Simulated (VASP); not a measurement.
# Bi (Fm-3m) in VASP: further runs

The runs below take Bi through single point, relaxation of cell and atoms, with PBE.

Everything below comes from runs of VASP 6.6.1. Logs are shortened: lines on timing, memory, paths and dates and some standing lists are left out, and cuts for length are marked.

### 1 The cell of the first run

The structure is cubic, space group Fm-3m (No. 225). Conventional cell: a = 4.640 Å, b = 4.640 Å, c = 4.640 Å, α = 90.00°, β = 90.00°, γ = 90.00°. Bi (site symmetry m-3m) has 12 Bi at 3.28 Å within 4.3 Å.

This isn't the form of Bi at room conditions, which is rhombohedral.

### 2 Single point, PBE (24.98 Å³/atom)

INCAR

```
ALGO = Normal ; EDIFF = 1E-6
ENCUT = 500 ; GGA = PE
GGA_COMPAT = False ; ISIF = 2
ISMEAR = -1 ; LASPH = True
LCHARG = True ; LELF = True
LREAL = False ; LVHAR = True
LWAVE = False ; NBANDS = 14
NELM = 120 ; PREC = Accurate
SIGMA = 0.08
```

KPOINTS

```
k-points
0
Gamma
  14 14 14
```

POSCAR

```
Bi
1.0
    0.0000000000      2.3200846681      2.3200846681
    2.3200846681      0.0000000000      2.3200846681
    2.3200846681      2.3200846681      0.0000000000
Bi
1
Direct
    0.0000000000      0.0000000000      0.0000000000
```

Potentials or basis: VASP PAW PBE potentials, release 64 (Bi_d).

Command:

```console
> cat potpaw_PBE.64/Bi_d/POTCAR > POTCAR
> mpirun -np 1 vasp_std > vasp.out
```

OUTCAR:

```text
EDIFF = 1E-6
   ENCUT = 500
   GGA = PE
   ISIF = 2
   ISMEAR = -1
   LASPH = True
   LREAL = False
   NELM = 120
   PREC = Accurate

 ion  position               nearest neighbor table
   1  0.000  0.000  0.000-

  LATTYP: Found a face centered cubic cell.
 ALAT       =     4.6401693362

  Lattice vectors:

 A1 = (   0.0000000000,   2.3200846681,   2.3200846681)
 A2 = (   2.3200846681,   0.0000000000,   2.3200846681)
 A3 = (   2.3200846681,   2.3200846681,   0.0000000000)

Analysis of symmetry for initial positions (statically):
=====================================================================
 Subroutine PRICEL returns:
 Original cell was already a primitive cell.

 Routine SETGRP: Setting up the symmetry group for a
 face centered cubic supercell.

 Subroutine GETGRP returns: Found 48 space group operations
 (whereof 48 operations were pure point group operations)
 out of a pool of 48 trial point group operations.

The static configuration has the point symmetry O_h .

Analysis of symmetry for dynamics (positions and initial velocities):
=====================================================================
 Subroutine PRICEL returns:
 Original cell was already a primitive cell.

 Routine SETGRP: Setting up the symmetry group for a
 face centered cubic supercell.

 Subroutine GETGRP returns: Found 48 space group operations
 (whereof 48 operations were pure point group operations)
 out of a pool of 48 trial point group operations.

The dynamic configuration has the point symmetry O_h .

 Subroutine INISYM returns: Found 48 space group operations
 (whereof 48 operations are pure point group operations),
 and found     1 'primitive' translations

----------------------------------------------------------------------------------------

                                     Primitive cell

  volume of cell :      24.9771

  direct lattice vectors                    reciprocal lattice vectors
     0.000000000  2.320084668  2.320084668    -0.215509376  0.215509376  0.215509376
     2.320084668  0.000000000  2.320084668     0.215509376 -0.215509376  0.215509376
     2.320084668  2.320084668  0.000000000     0.215509376  0.215509376 -0.215509376

  length of vectors
     3.281095203  3.281095203  3.281095203     0.373273189  0.373273189  0.373273189

  position of ions in fractional coordinates (direct lattice)
     0.000000000  0.000000000  0.000000000

  ion indices of the primitive-cell ions
   primitive index   ion index
                 1           1

----------------------------------------------------------------------------------------

 KPOINTS: k-points

Automatic generation of k-mesh.
 Grid dimensions read from file:
 generate k-points for:   14   14   14

 Generating k-lattice:

  Cartesian coordinates                     Fractional coordinates (reciprocal lattice)
    -0.015393527  0.015393527  0.015393527     0.071428571  0.000000000  0.000000000
     0.015393527 -0.015393527  0.015393527     0.000000000  0.071428571  0.000000000
     0.015393527  0.015393527 -0.015393527     0.000000000  0.000000000  0.071428571

  Length of vectors
     0.026662371  0.026662371  0.026662371

  Shift w.r.t. Gamma in fractional coordinates (k-lattice)
     0.000000000  0.000000000  0.000000000

 Subroutine IBZKPT returns following result:
 ===========================================

 Found    104 irreducible k-points:

 Following reciprocal coordinates:
            Coordinates               Weight
  0.000000  0.000000  0.000000      1.000000
  0.071429  0.000000  0.000000      8.000000
  0.142857  0.000000  0.000000      8.000000
  0.214286  0.000000  0.000000      8.000000
  0.285714  0.000000  0.000000      8.000000
  0.357143  0.000000  0.000000      8.000000
[... 16 lines left out ...]
  0.214286  0.142857  0.000000     24.000000
  0.285714  0.142857  0.000000     24.000000
 [... further k-points ...]
   k-points           NKPTS =    104   k-points in BZ     NKDIM =    104   number of bands    NBANDS=     14
   number of dos      NEDOS =    301   number of ions     NIONS =      1
   total plane-waves  NPLWV =  13824
   dimension x,y,z NGX =    24 NGY =   24 NGZ =   24
   dimension x,y,z NGXF=    48 NGYF=   48 NGZF=   48
   ions per type =               1
   NGX,Y,Z   is equivalent  to a cutoff of  12.16, 12.16, 12.16 a.u.
   NGXF,Y,Z  is equivalent  to a cutoff of  24.32, 24.32, 24.32 a.u.
 SYSTEM =  unknown system
   PREC   = accura    normal or accurate (medium, high low for compatibility)
   ISTART =      0    job   : 0-new  1-cont  2-samecut
   ICHARG =      2    charge: 1-file 2-atom 10-const
   ISPIN  =      1    spin polarized calculation?
   LNONCOLLINEAR =      F non collinear calculations
   LSORBIT =      F    spin-orbit coupling
   LASPH  =      T    aspherical Exc in radial PAW
   ENCUT  =  500.0 eV  36.75 Ry    6.06 a.u.   5.98  5.98  5.98*2*pi/ulx,y,z
   NELM   =    120;   NELMIN=  2; NELMDL= -5     # of ELM steps
   EDIFF  = 0.1E-05   stopping-criterion for ELM
   LREAL  =      F    real-space projection
   EDIFFG = 0.1E-04   stopping-criterion for IOM
   NSW    =      0    number of steps for IOM
   IBRION =     -1    ionic relax: 0-MD 1-quasi-New 2-CG
   NFREE  =      0    steps in history (QN), initial steepest desc. (CG)
   ISIF   =      2    stress and relaxation
   ISYM   =      2    0-nonsym 1-usesym 2-fastsym
   POTIM  = 0.5000    time-step for ionic-motion
   TEBEG  =    0.0;   TEEND  =   0.0 temperature during run
   PSTRESS=    0.0 pullay stress
   NELECT =      15.0000    total number of electrons
   NUPDOWN=      -1.0000    fix difference up-down
   EMIN   =  10.00;   EMAX   =-10.00  energy-range for DOS
   EFERMI =   0.00;   METHOD = LEGACY
   ISMEAR =    -1;   SIGMA  =   0.08  broadening in eV -4-tet -1-fermi 0-gaus
   EFERMI_NEDOS =   21; number of points for ismear=-14 and -15
   IALGO  =     38    algorithm
   IMIX   =      4    mixing-type and parameters
     AMIX     =   0.40;   BMIX     =  1.00
     AMIX_MAG =   1.60;   BMIX_MAG =  1.00
  volume/ion in A,a.u.               =      24.98       168.55
  Fermi-wavevector in a.u.,A,eV,Ry     =   1.381205  2.610099 25.956198  1.907727
  Thomas-Fermi vector in A             =   2.506011
   LORBIT       =      0    0 simple, 1 ext, 2 COOP (PROOUT), +10 PAW based schemes
   GGA     = PE    functional components
   LHFCALC =     F    Hartree Fock is set to
   AEXX    =    0.0000 exact exchange contribution
   IVDW    =     0    specifies the selected vdW correction
   LEPSILON=     F    determine dielectric tensor
   LRPA    =     F    only Hartree local field effects (RPA)
 non-spin polarized calculation
  energy-cutoff  :      500.00
  volume of cell :       24.98
 maximum number of plane-waves:       646
   NGX = 11   NGY = 11   NGZ = 11

 number of electron      15.0000003 magnetization

 Free energy of the ion-electron system (eV)
  ---------------------------------------------------
  ext. energy  EPLUGINS =         0.00000000
  ---------------------------------------------------
  free energy    TOTEN  =        -3.33616308 eV

  energy without entropy =       -3.31836169  energy(sigma->0) =       -3.32726239

 E-fermi :  11.1240     XC(G=0): -11.3911

 val. band max:       11.0919324784   @ k =  -0.4286   0.4286   0.0714
 cond. band min:      11.1388466240   @ k =  -0.3571   0.2143   0.0714
 fundamental gap:      0.0469141456
 Fermi energy:        11.1239600453

 k-point     1 :       0.0000    0.0000    0.0000
  band No.  band energies     occupation
      1     -12.2943      2.00000
      2     -12.2943      2.00000
      3     -12.2943      2.00000
      4     -12.1433      2.00000
      5     -12.1433      2.00000
      6      -4.3326      2.00000
      7      17.6007      0.00000
      8      17.6007      0.00000
      9      17.6007      0.00000
     10      19.8547      0.00000
     11      22.6596      0.00000
     12      23.1411      0.00000
     13      23.1411      0.00000
     14      23.1411      0.00000

 k-point     2 :       0.0714    0.0000    0.0000
  band No.  band energies     occupation
      1     -12.2940      2.00000
      2     -12.2863      2.00000
      3     -12.2863      2.00000
      4     -12.1437      2.00000
      5     -12.1437      2.00000
      6      -4.2192      2.00000
      7      16.2625      0.00000
      8      17.4557      0.00000
      9      17.4557      0.00000
     10      19.6509      0.00000
     11      23.0660      0.00000
     12      23.3889      0.00000
     13      23.3889      0.00000
     14      24.6082      0.00000

 k-point     3 :       0.1429    0.0000    0.0000
  band No.  band energies     occupation
      1     -12.2936      2.00000
      2     -12.2680      2.00000
      3     -12.2680      2.00000
      4     -12.1405      2.00000
      5     -12.1405      2.00000
      6      -3.8789      2.00000
      7      13.7865      0.00000
      8      17.0868      0.00000
      9      17.0868      0.00000
     10      19.4394      0.00000
     11      23.5249      0.00000
     12      23.9940      0.00000
     13      23.9940      0.00000
     14      24.1037      0.00000

 k-point     4 :       0.2143    0.0000    0.0000
  band No.  band energies     occupation
      1     -12.2944      2.00000
      2     -12.2554      2.00000
      3     -12.2554      2.00000
      4     -12.1215      2.00000
      5     -12.1215      2.00000
      6      -3.3144      2.00000
      7      11.2303      0.41867
      8      16.6193      0.00000
      9      16.6193      0.00000
     10      19.2875      0.00000
     11      22.5616      0.00000
     12      23.3465      0.00000
     13      23.3465      0.00000
     14      25.0896      0.00000

 k-point     5 :       0.2857    0.0000    0.0000
  band No.  band energies     occupation
      1     -12.2974      2.00000
      2     -12.2578      2.00000
      3     -12.2578      2.00000
      4     -12.0835      2.00000
      5     -12.0835      2.00000
      6      -2.5388      2.00000
      7       8.8312      2.00000
      8      16.1567      0.00000
      9      16.1567      0.00000
     10      19.2147      0.00000
     11      21.6058      0.00000
[... 276 lines left out ...]
 k-point    22 :       0.1429    0.1429    0.0000
  band No.  band energies     occupation
      1     -12.3262      2.00000
      2     -12.2345      2.00000
      3     -12.2345      2.00000
      4     -12.1774      2.00000
      5     -12.1182      2.00000
      6      -3.7278      2.00000
      7      14.9765      0.00000
      8      15.5934      0.00000
      9      15.5934      0.00000
     10      18.6284      0.00000
     11      20.9317      0.00000
     12      25.3614      0.00000
     13      25.6347      0.00000
     14      25.6347      0.00000

 k-point    23 :       0.2143    0.1429    0.0000
  band No.  band energies     occupation
      1     -12.3353      2.00000
      2     -12.2164      2.00000
      3     -12.2094      2.00000
      4     -12.1820      2.00000
      5     -12.1010      2.00000
      6      -3.3134      2.00000
      7      12.9388      0.00000
      8      14.9483      0.00000
      9      15.3668      0.00000
     10      18.7196      0.00000
     11      19.9506      0.00000
     12      25.1187      0.00000
     13      25.9343      0.00000
     14      25.9850      0.00000

 k-point    24 :       0.2857    0.1429    0.0000
  band No.  band energies     occupation
      1     -12.3340      2.00000
      2     -12.2285      2.00000
      3     -12.2005      2.00000
      4     -12.1530      2.00000
      5     -12.0681      2.00000
      6      -2.6802      2.00000
      7      10.5821      1.99771
      8      14.4649      0.00000
      9      14.8082      0.00000
     10      18.5734      0.00000
     11      20.3988      0.00000
     12      24.7197      0.00000
     13      25.1791      0.00000
     14      25.3285      0.00000

 [... further k-points ...]

------------------------ aborting loop because EDIFF is reached ----------------------------------------

  FORCE on cell =-STRESS in cart. coord.  units (eV):
  Direction    XX          YY          ZZ          XY          YZ          ZX
  --------------------------------------------------------------------------------------
  -------------------------------------------------------------------------------------
  Total        3.3401342      3.3401342      3.3401342      0.0000000      0.0000000      0.0000000
  in kB      214.2560019    214.2560019    214.2560019      0.0000000      0.0000000      0.0000000
  external PRESSURE =     214.2560019 kB  Pullay stress =       0.0000000 kB

 VOLUME and BASIS-vectors are now :
 -----------------------------------------------------------------------------
  energy-cutoff  :      500.00
  volume of cell :       24.98
      direct lattice vectors                 reciprocal lattice vectors
     0.000000000  2.320084668  2.320084668    -0.215509376  0.215509376  0.215509376
     2.320084668  0.000000000  2.320084668     0.215509376 -0.215509376  0.215509376
     2.320084668  2.320084668  0.000000000     0.215509376  0.215509376 -0.215509376

 POSITION                                       TOTAL-FORCE (eV/Angst)
 -----------------------------------------------------------------------------------
      0.00000      0.00000      0.00000         0.000000     -0.000000      0.000000
 -----------------------------------------------------------------------------------
    total drift:                                0.000000      0.000000     -0.000000

  FREE ENERGIE OF THE ION-ELECTRON SYSTEM (eV)
  ---------------------------------------------------
  free  energy   TOTEN  =        -3.3361630810 eV

  energy  without entropy=       -3.3183616902  energy(sigma->0) =       -3.32726239
```

Wall time 19 s (1 thread of Intel Xeon Platinum 8259CL at 2.50GHz (Skylake/Cascade Lake), shared host); peak memory 0.15 GiB.

Results:

```yaml
Free_energy: -3.3362 eV
Pressure: 21.4 GPa
Band_gap_on_the_k_mesh: zero (an odd number of electrons rules out a gap without spin polarisation)
```

Caveat: the cell stands under pressure; spin-orbit coupling is left out, which moves the levels of the heavy elements.

(Continued in part 2 of 2.)

The gap in the log of VASP goes by the Fermi energy; the results here count the filled bands.